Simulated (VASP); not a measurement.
Write the native input for VASP 6.6.1 that does the following.

```yaml
Task: electric field gradients
Functional: PBE
Potentials_or_basis: VASP PAW PBE potentials, release 64 (Bi_d, Te)
Cutoff: 520 eV
k_mesh: 11 × 11 × 2
Occupations: fermi-dirac, width 0.02 eV
Spin: no spin polarisation
Dipole_correction: no
Further_INCAR_settings: ALGO = Normal; EDIFF = 1e-08; NBANDS = 75
```

The structure of BiTe lies in POSCAR:

```
BiTe
1.0
    4.4219981227      0.0000000000      0.0000000000
   -2.2109990613      3.8295627097      0.0000000000
    0.0000000000      0.0000000000     24.0500000000
Bi Te
6 6
Direct
    0.0000000000      0.0000000000      0.1252000000
    0.0000000000      0.0000000000      0.8748000000
    0.3333333333      0.6666666667      0.2922000000
    0.6666666667      0.3333333333      0.7078000000
    0.6666666667      0.3333333333      0.4593000000
    0.3333333333      0.6666666667      0.5407000000
    0.3333333333      0.6666666667      0.0530000000
    0.6666666667      0.3333333333      0.9470000000
    0.6666666667      0.3333333333      0.2111000000
    0.3333333333      0.6666666667      0.7889000000
    0.0000000000      0.0000000000      0.3631000000
    0.0000000000      0.0000000000      0.6369000000
```

One way to write it, as run:

INCAR

```
SYSTEM = BiTe
PREC     = Accurate       ! precision mode
ENCUT    = 520            ! plane-wave cutoff, eV
EDIFF    = 1E-8           ! SCF threshold, eV
ISMEAR   = -1             ! smearing method
SIGMA    = 0.02           ! smearing width, eV
LREAL    = .FALSE.        ! projectors in reciprocal space
LASPH    = .TRUE.         ! aspherical terms in the spheres
NELM     = 80             ! most SCF steps
ALGO     = Normal         ! electronic algorithm
ISIF     = 2              ! what is computed and relaxed
LWAVE    = .FALSE.        ! write WAVECAR
LCHARG   = .FALSE.        ! write CHGCAR
GGA      = PE             ! functional
LEFG     = .TRUE.       
NBANDS   = 75             ! bands
KPAR     = 4
```

KPOINTS

```
regular mesh
0
G
  11 11 2
  0 0 0
```

Potentials or basis: VASP PAW PBE potentials, release 64 (Bi_d, Te).

The run is started by

```sh
$ cat potpaw_PBE.64/Bi_d/POTCAR potpaw_PBE.64/Te/POTCAR > POTCAR
$ mpirun -np 4 vasp_std > vasp.out
```

Results of the run:

```yaml
Pressure: 1.6 GPa
Largest_force: 1.249 eV/Å
Band_gap_on_the_k_mesh: 0.01 eV (least direct gap 0.02 eV)
Largest_electric_field_gradient_by_atom: Bi +18.6, +27.5, +126.6 (each value once); Te +0.8, +77.4 (each value once) V/Å²
```

Caveat: the smearing spreads over this small gap; without QUAD_EFG the Cq values of the log hold for a quadrupole moment of 1 mb, not for the nuclei; spin-orbit coupling is left out, which moves the levels of the heavy elements; forces of over 1 eV/Å act on the atoms, so gaps and moduli don't describe the material at rest.

Run time: 7.5 min on 4 MPI ranks on AMD EPYC 9R45 96-Core Processor (Zen 5), with other jobs on the host, peak memory 0.99 GiB a rank.
